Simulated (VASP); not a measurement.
# La3N (P4mm) in VASP: further runs, part 2 of 3

VASP 6.6.1.

## (4) Single point, PBE

This run uses another cell than the first one, of 37.13 Å³/atom.

INCAR

```
ALGO = Normal
EDIFF = 1E-6
ENCUT = 520
GGA = PE
ISIF = 2
ISMEAR = 0
LASPH = True
LCHARG = True
LELF = True
LREAL = False
LVHAR = True
LWAVE = False
NBANDS = 27
NELM = 100
PREC = Accurate
SIGMA = 0.1
```

KPOINTS

```
k-points
0
Gamma
  4 4 4
```

POSCAR

```
La3N
1.0
    4.6911980980      0.0000000000      0.0000000000
    0.0000000000      4.6911980980      0.0000000000
    0.0000000000      0.0000000000      6.7483955265
La N
3 1
Direct
    0.5000000000      0.0000000000      0.1001180842
    0.0000000000      0.5000000000      0.1001180842
    0.5000000000      0.5000000000      0.6483505531
    0.5000000000      0.5000000000      0.9807779587
```

Potentials or basis: VASP PAW PBE potentials, release 64 (La, N).

On the command line:

```sh
> cat potpaw_PBE.64/La/POTCAR potpaw_PBE.64/N/POTCAR > POTCAR
> mpirun -np 1 vasp_std > vasp.out
```

OUTCAR:

```text
EDIFF = 1E-6
   ENCUT = 520
   GGA = PE
   ISIF = 2
   ISMEAR = 0
   LASPH = True
   LREAL = False
   NELM = 100
   PREC = Accurate

 ion  position               nearest neighbor table
   1  0.500  0.000  0.100-   4 2.48   4 2.48   2 3.32   2 3.32   2 3.32   2 3.32
   2  0.000  0.500  0.100-   4 2.48   4 2.48   1 3.32   1 3.32   1 3.32   1 3.32
   3  0.500  0.500  0.648-   4 2.24
   4  0.500  0.500  0.981-   3 2.24   2 2.48   1 2.48   1 2.48   2 2.48

  LATTYP: Found a simple tetragonal cell.
 ALAT       =     4.6911980980
 C/A-ratio  =     1.4385228220

  Lattice vectors:

 A1 = (   4.6911980980,   0.0000000000,   0.0000000000)
 A2 = (   0.0000000000,   4.6911980980,   0.0000000000)
 A3 = (   0.0000000000,   0.0000000000,   6.7483955265)

Analysis of symmetry for initial positions (statically):
=====================================================================
 Subroutine PRICEL returns:
 Original cell was already a primitive cell.

 Routine SETGRP: Setting up the symmetry group for a
 simple tetragonal supercell.

 Subroutine GETGRP returns: Found  8 space group operations
 (whereof  8 operations were pure point group operations)
 out of a pool of 16 trial point group operations.

The static configuration has the point symmetry C_4v.

Analysis of symmetry for dynamics (positions and initial velocities):
=====================================================================
 Subroutine PRICEL returns:
 Original cell was already a primitive cell.

 Routine SETGRP: Setting up the symmetry group for a
 simple tetragonal supercell.

 Subroutine GETGRP returns: Found  8 space group operations
 (whereof  8 operations were pure point group operations)
 out of a pool of 16 trial point group operations.

The dynamic configuration has the point symmetry C_4v.

 Subroutine INISYM returns: Found  8 space group operations
 (whereof  8 operations are pure point group operations),
 and found     1 'primitive' translations

----------------------------------------------------------------------------------------

                                     Primitive cell

  volume of cell :     148.5142

  direct lattice vectors                    reciprocal lattice vectors
     4.691198098  0.000000000  0.000000000     0.213165161  0.000000000  0.000000000
     0.000000000  4.691198098  0.000000000     0.000000000  0.213165161  0.000000000
     0.000000000  0.000000000  6.748395527     0.000000000  0.000000000  0.148183371

  length of vectors
     4.691198098  4.691198098  6.748395527     0.213165161  0.213165161  0.148183371

  position of ions in fractional coordinates (direct lattice)
     0.500000000  0.000000000  0.100118084
     0.000000000  0.500000000  0.100118084
     0.500000000  0.500000000  0.648350553
     0.500000000  0.500000000  0.980777959

  ion indices of the primitive-cell ions
   primitive index   ion index
                 1           1
                 2           2
                 3           3
                 4           4

----------------------------------------------------------------------------------------

 KPOINTS: k-points

Automatic generation of k-mesh.
 Grid dimensions read from file:
 generate k-points for:    4    4    4

 Generating k-lattice:

  Cartesian coordinates                     Fractional coordinates (reciprocal lattice)
     0.053291290  0.000000000  0.000000000     0.250000000  0.000000000  0.000000000
     0.000000000  0.053291290  0.000000000     0.000000000  0.250000000  0.000000000
     0.000000000  0.000000000  0.037045843     0.000000000  0.000000000  0.250000000

  Length of vectors
     0.053291290  0.053291290  0.037045843

  Shift w.r.t. Gamma in fractional coordinates (k-lattice)
     0.000000000  0.000000000  0.000000000

 Subroutine IBZKPT returns following result:
 ===========================================

 Found     18 irreducible k-points:

 Following reciprocal coordinates:
            Coordinates               Weight
  0.000000  0.000000  0.000000      1.000000
  0.250000  0.000000  0.000000      4.000000
  0.500000  0.000000  0.000000      2.000000
  0.250000  0.250000  0.000000      4.000000
  0.500000  0.250000  0.000000      4.000000
  0.500000  0.500000  0.000000      1.000000
[... 10 lines left out ...]
  0.500000  0.250000  0.500000      4.000000
  0.500000  0.500000  0.500000      1.000000
   k-points           NKPTS =     18   k-points in BZ     NKDIM =     18   number of bands    NBANDS=     27
   number of dos      NEDOS =    301   number of ions     NIONS =      4
   total plane-waves  NPLWV =  64800
   dimension x,y,z NGX =    36 NGY =   36 NGZ =   50
   dimension x,y,z NGXF=    72 NGYF=   72 NGZF=  100
   ions per type =               3   1
   NGX,Y,Z   is equivalent  to a cutoff of  12.76, 12.76, 12.32 a.u.
   NGXF,Y,Z  is equivalent  to a cutoff of  25.52, 25.52, 24.63 a.u.
 SYSTEM =  unknown system
   PREC   = accura    normal or accurate (medium, high low for compatibility)
   ISTART =      0    job   : 0-new  1-cont  2-samecut
   ICHARG =      2    charge: 1-file 2-atom 10-const
   ISPIN  =      1    spin polarized calculation?
   LNONCOLLINEAR =      F non collinear calculations
   LSORBIT =      F    spin-orbit coupling
   LASPH  =      T    aspherical Exc in radial PAW
   ENCUT  =  520.0 eV  38.22 Ry    6.18 a.u.   8.72  8.72 12.55*2*pi/ulx,y,z
   NELM   =    100;   NELMIN=  2; NELMDL= -5     # of ELM steps
   EDIFF  = 0.1E-05   stopping-criterion for ELM
   LREAL  =      F    real-space projection
[... 7 lines left out ...]
   TEBEG  =    0.0;   TEEND  =   0.0 temperature during run
   PSTRESS=    0.0 pullay stress
   NELECT =      38.0000    total number of electrons
   NUPDOWN=      -1.0000    fix difference up-down
   EMIN   =  10.00;   EMAX   =-10.00  energy-range for DOS
   EFERMI =   0.00;   METHOD = LEGACY
   ISMEAR =     0;   SIGMA  =   0.10  broadening in eV -4-tet -1-fermi 0-gaus
   EFERMI_NEDOS =   21; number of points for ismear=-14 and -15
   IALGO  =     38    algorithm
   IMIX   =      4    mixing-type and parameters
     AMIX     =   0.40;   BMIX     =  1.00
     AMIX_MAG =   1.60;   BMIX_MAG =  1.00
  volume/ion in A,a.u.               =      37.13       250.56
  Fermi-wavevector in a.u.,A,eV,Ry     =   1.039314  1.964018 14.696647  1.080173
  Thomas-Fermi vector in A             =   2.173838
   LORBIT       =      0    0 simple, 1 ext, 2 COOP (PROOUT), +10 PAW based schemes
   GGA     = PE    functional components
   LHFCALC =     F    Hartree Fock is set to
   AEXX    =    0.0000 exact exchange contribution
   IVDW    =     0    specifies the selected vdW correction
   LEPSILON=     F    determine dielectric tensor
   LRPA    =     F    only Hartree local field effects (RPA)
 non-spin polarized calculation
 Gauss-broadening in eV      SIGMA  =   0.10
  energy-cutoff  :      520.00
  volume of cell :      148.51
 maximum number of plane-waves:      4041
 NGX is ok and might be reduce to    36
   NGX = 17   NGY = 17   NGZ = 25

 number of electron      38.0000002 magnetization

 Free energy of the ion-electron system (eV)
  ---------------------------------------------------
  ext. energy  EPLUGINS =         0.00000000
  ---------------------------------------------------
  free energy    TOTEN  =       -24.05203192 eV

  energy without entropy =      -24.02507891  energy(sigma->0) =      -24.03855541

 E-fermi :   5.6666     XC(G=0):  -8.5361

 val. band max:        5.6395049931   @ k =   0.2500   0.0000   0.5000
 cond. band min:       5.7206104804   @ k =   0.2500   0.0000   0.2500
 fundamental gap:      0.0811054874
 Fermi energy:         5.6666140080

 k-point     1 :       0.0000    0.0000    0.0000
  band No.  band energies     occupation
      1     -27.7792      2.00000
      2     -27.2369      2.00000
      3     -26.7377      2.00000
      4     -12.3590      2.00000
      5     -11.7367      2.00000
      6     -11.7367      2.00000
[... 19 lines left out ...]
     26       7.0039      0.00000
     27       7.0475      0.00000
[... 481 lines left out ...]
 k-point    18 :       0.5000    0.5000    0.5000
  band No.  band energies     occupation
      1     -27.7679      2.00000
      2     -26.9809      2.00000
      3     -26.9809      2.00000
      4     -13.2532      2.00000
      5     -11.8558      2.00000
      6     -11.5780      2.00000
[... 19 lines left out ...]
     26       7.0637      0.00000
     27       7.1029      0.00000

------------------------ aborting loop because EDIFF is reached ----------------------------------------

  FORCE on cell =-STRESS in cart. coord.  units (eV):
  Direction    XX          YY          ZZ          XY          YZ          ZX
  --------------------------------------------------------------------------------------
  -------------------------------------------------------------------------------------
  Total       -0.1966934     -0.1966934     -0.2065484      0.0000000      0.0000000      0.0000000
  in kB       -2.1219356     -2.1219356     -2.2282520      0.0000000      0.0000000      0.0000000
  external PRESSURE =      -2.1573744 kB  Pullay stress =       0.0000000 kB

 VOLUME and BASIS-vectors are now :
 -----------------------------------------------------------------------------
  energy-cutoff  :      520.00
  volume of cell :      148.51
      direct lattice vectors                 reciprocal lattice vectors
     4.691198098  0.000000000  0.000000000     0.213165161  0.000000000  0.000000000
     0.000000000  4.691198098  0.000000000     0.000000000  0.213165161  0.000000000
     0.000000000  0.000000000  6.748395527     0.000000000  0.000000000  0.148183371

 POSITION                                       TOTAL-FORCE (eV/Angst)
 -----------------------------------------------------------------------------------
      2.34560      0.00000      0.67564         0.000000      0.000000     -0.003680
      0.00000      2.34560      0.67564         0.000000      0.000000     -0.003680
      2.34560      2.34560      4.37533         0.000000      0.000000      0.012360
      2.34560      2.34560      6.61868        -0.000000     -0.000000     -0.005000
 -----------------------------------------------------------------------------------
    total drift:                                0.000000      0.000000      0.003718

  FREE ENERGIE OF THE ION-ELECTRON SYSTEM (eV)
  ---------------------------------------------------
  free  energy   TOTEN  =       -24.0520319215 eV

  energy  without entropy=      -24.0250789054  energy(sigma->0) =      -24.03855541
```

OSZICAR:

```text
N       E                     dE             d eps       ncg     rms          rms(c)
DAV:   1     0.511808555628E+03    0.51181E+03   -0.13650E+04   972   0.186E+03
DAV:   2     0.106074545115E+03   -0.40573E+03   -0.39574E+03  1412   0.356E+02
DAV:   3    -0.115298924142E+02   -0.11760E+03   -0.11587E+03  1588   0.218E+02
DAV:   4    -0.279912486056E+02   -0.16461E+02   -0.15720E+02  1896   0.830E+01
DAV:   5    -0.302703471432E+02   -0.22791E+01   -0.22347E+01  1880   0.346E+01    0.122E+01
DAV:   6    -0.236544889388E+02    0.66159E+01   -0.56604E+01  1736   0.377E+01    0.644E+00
DAV:   7    -0.240742480001E+02   -0.41976E+00   -0.11747E+01  1847   0.313E+01    0.357E+00
DAV:   8    -0.240708017848E+02    0.34462E-02   -0.10563E+00  1912   0.720E+00    0.172E+00
DAV:   9    -0.240526198906E+02    0.18182E-01   -0.16730E-01  1856   0.329E+00    0.706E-01
DAV:  10    -0.240520955307E+02    0.52436E-03   -0.33299E-02  1936   0.149E+00    0.233E-01
DAV:  11    -0.240527000669E+02   -0.60454E-03   -0.20117E-02  1904   0.109E+00    0.165E-01
DAV:  12    -0.240521114154E+02    0.58865E-03   -0.27484E-03  1728   0.332E-01    0.902E-02
DAV:  13    -0.240520469079E+02    0.64508E-04   -0.12439E-03  1864   0.196E-01    0.283E-02
DAV:  14    -0.240520305111E+02    0.16397E-04   -0.17075E-04  1848   0.113E-01    0.120E-02
DAV:  15    -0.240520338420E+02   -0.33309E-05   -0.70525E-05  1864   0.507E-02    0.132E-02
DAV:  16    -0.240520325244E+02    0.13176E-05   -0.10215E-05  1624   0.268E-02    0.832E-03
DAV:  17    -0.240520319215E+02    0.60290E-06   -0.78665E-06  1448   0.172E-02
   1 F= -.24052032E+02 E0= -.24038555E+02  d E =-.269530E-01
```

Run time: 71 s. Hardware: 1 thread of AMD EPYC 9R45 (Zen 5), shared host; peak memory 0.25 GiB.

What came out:

- Free energy: -24.0520 eV
- Pressure: -0.2 GPa
- Largest force: 0.012 eV/Å
- Band gap on the k mesh: zero (bands 19 and 20 overlap by 0.42 eV)

Forces on the atoms (eV/Å):
```
La   0.000  0.000 -0.004
La   0.000  0.000 -0.004
La   0.000  0.000  0.012
N    0.000  0.000 -0.005
```

Levels at points of the mesh, in eV from the Fermi level:
| k point | band 16 | band 17 | band 18 | band 19 | band 20 | band 21 | band 22 | band 23 |
| --- | --- | --- | --- | --- | --- | --- | --- | --- |
| (0.00, 0.00, 0.00) | -3.15 | -2.39 | -1.29 | -0.84 | -0.20 | 0.53 | 1.10 | 1.10 |
| (0.50, 0.00, 0.00) | -3.10 | -1.05 | -0.51 | -0.07 | 0.24 | 0.84 | 0.96 | 1.23 |
| (0.50, 0.50, 0.00) | -2.76 | -0.81 | -0.47 | -0.07 | 0.48 | 0.48 | 0.68 | 0.68 |
| (0.00, 0.00, 0.50) | -3.03 | -1.82 | -1.40 | -0.83 | -0.21 | 0.18 | 1.12 | 1.12 |
| (0.50, 0.00, 0.50) | -3.01 | -0.59 | -0.28 | -0.12 | 0.32 | 0.75 | 0.76 | 1.12 |
| (0.50, 0.50, 0.50) | -3.15 | -1.37 | 0.08 | 0.08 | 0.19 | 0.84 | 0.84 | 1.22 |

Caveat: spin-orbit coupling is left out, which moves the levels of the heavy elements.

## (5) Relaxation of cell and atoms, PBE

INCAR

```
PREC = Accurate ; ENCUT = 600
EDIFF = 1E-6 ; ISMEAR = 0
SIGMA = 0.1 ; LREAL = False
LASPH = True ; NELM = 80
ALGO = Normal ; ISIF = 3
LWAVE = False ; LCHARG = False
GGA = PE ; IBRION = 2
NSW = 90 ; EDIFFG = -0.04
```

KPOINTS

```
regular mesh
0
Gamma
  4 4 2
```

POSCAR

```
La3N
1.0
    4.0460271100      0.0000000000      0.0000000000
    0.0000000000      4.0460271100      0.0000000000
    0.0000000000      0.0000000000      7.7683345300
La N
3 1
Direct
    0.5000000000      0.0000000000      0.1284588100
    0.0000000000      0.5000000000      0.1284588100
    0.5000000000      0.5000000000      0.5286617900
    0.5000000000      0.5000000000      0.0437852700
```

Potentials or basis: VASP PAW PBE potentials, release 64 (La, N).

On the command line:

```sh
> cat potpaw_PBE.64/La/POTCAR potpaw_PBE.64/N/POTCAR > POTCAR
> mpirun -np 1 vasp_std > vasp.out
```

OUTCAR:

```text
PREC = Accurate
   ENCUT = 600
   EDIFF = 1E-6
   ISMEAR = 0
   LREAL = False
   LASPH = True
   NELM = 80
   ISIF = 3
   GGA = PE
   IBRION = 2
   NSW = 90
   EDIFFG = -0.04

 ion  position               nearest neighbor table
   1  0.500  0.000  0.128-   4 2.13   4 2.13   2 2.86   2 2.86   2 2.86   2 2.86
   2  0.000  0.500  0.128-   4 2.13   4 2.13   1 2.86   1 2.86   1 2.86   1 2.86
   3  0.500  0.500  0.529-
   4  0.500  0.500  0.044-   1 2.13   2 2.13   1 2.13   2 2.13

  LATTYP: Found a simple tetragonal cell.
 ALAT       =     4.0460271100
 C/A-ratio  =     1.9199907264

  Lattice vectors:

 A1 = (   4.0460271100,   0.0000000000,   0.0000000000)
 A2 = (   0.0000000000,   4.0460271100,   0.0000000000)
 A3 = (   0.0000000000,   0.0000000000,   7.7683345300)
[... 569 lines left out ...]
  -------------------------------------------------------------------------------------
  Total       -6.4709695     -6.4709695     -5.4003794      0.0000000      0.0000000      0.0000000
  in kB      -54.0565433    -54.0565433    -45.1131537      0.0000000      0.0000000      0.0000000
  external PRESSURE =     -51.0754134 kB  Pullay stress =       0.0000000 kB
[... 341 lines left out ...]
     22      11.6161      0.00000
     23      12.1740      0.00000

[... ionic steps 4 to 20 ...]

--------------------------------------- Ionic step       21  -------------------------------------------

 number of electron      37.9999985 magnetization

------------------------ aborting loop because EDIFF is reached ----------------------------------------
[... 71 lines left out ...]
--------------------------------------- Ionic step       23  -------------------------------------------

 number of electron      37.9999983 magnetization

 Free energy of the ion-electron system (eV)
  ---------------------------------------------------
  ext. energy  EPLUGINS =         0.00000000
  ---------------------------------------------------
  free energy    TOTEN  =       -24.12369434 eV

  energy without entropy =      -24.09588790  energy(sigma->0) =      -24.10979112

 E-fermi :   6.6111     XC(G=0):  -9.0547

 val. band max:        6.6081380097   @ k =   0.5000   0.0000   0.5000
 cond. band min:       6.6654784600   @ k =   0.5000   0.2500   0.0000
 fundamental gap:      0.0573404503
 Fermi energy:         6.6111152478
[... 341 lines left out ...]
  FREE ENERGIE OF THE ION-ELECTRON SYSTEM (eV)
  ---------------------------------------------------
  free  energy   TOTEN  =       -24.1236943435 eV

  energy  without entropy=      -24.0958879008  energy(sigma->0) =      -24.10979112

 reached required accuracy - stopping structural energy minimisation
```

Wall time 18 min (1 thread of AMD EPYC 9R45 (Zen 5), shared host); peak memory 0.26 GiB.

Results:

```
Free energy                           : -24.1237 eV
Relaxed volume                        : 33.00 Å³/atom
Relaxed cell                          : a = 5.109 Å, b = 5.109 Å, c = 5.056 Å, α = 90.00°, β = 90.00°, γ = 90.00°
Space group after relaxing (to 0.1 Å) : Pm-3m (No. 221)
Pressure after relaxing               : 0.0 GPa
Largest force after relaxing          : 0.020 eV/Å
Band gap on the k mesh                : zero (bands 19 and 20 overlap by 1.86 eV)
```

Forces on the atoms (eV/Å):
```
La   0.000  0.000  0.004
La   0.000  0.000  0.004
La   0.000  0.000  0.012
N    0.000  0.000 -0.020
```

Final structure:
```xyz
4
Lattice="5.1094 0.0000 0.0000 0.0000 5.1094 0.0000 0.0000 0.0000 5.0555" Properties=species:S:1:pos:R:3 pbc="T T T"
La    2.5547    0.0000    0.4155
La    0.0000    2.5547    0.4155
La    2.5547    2.5547    2.9431
N     2.5547    2.5547    0.4188
```

Caveat: the k points lie up to 0.62 Å⁻¹ apart in the final cell, too coarse for converged energies and pressures of a metal; a cell axis changed by over 15 % at a fixed basis, so the end point is rough; spin-orbit coupling is left out, which moves the levels of the heavy elements.

(Continued in part 3 of 3.)

The gap in the log of VASP goes by the Fermi energy; the results here count the filled bands.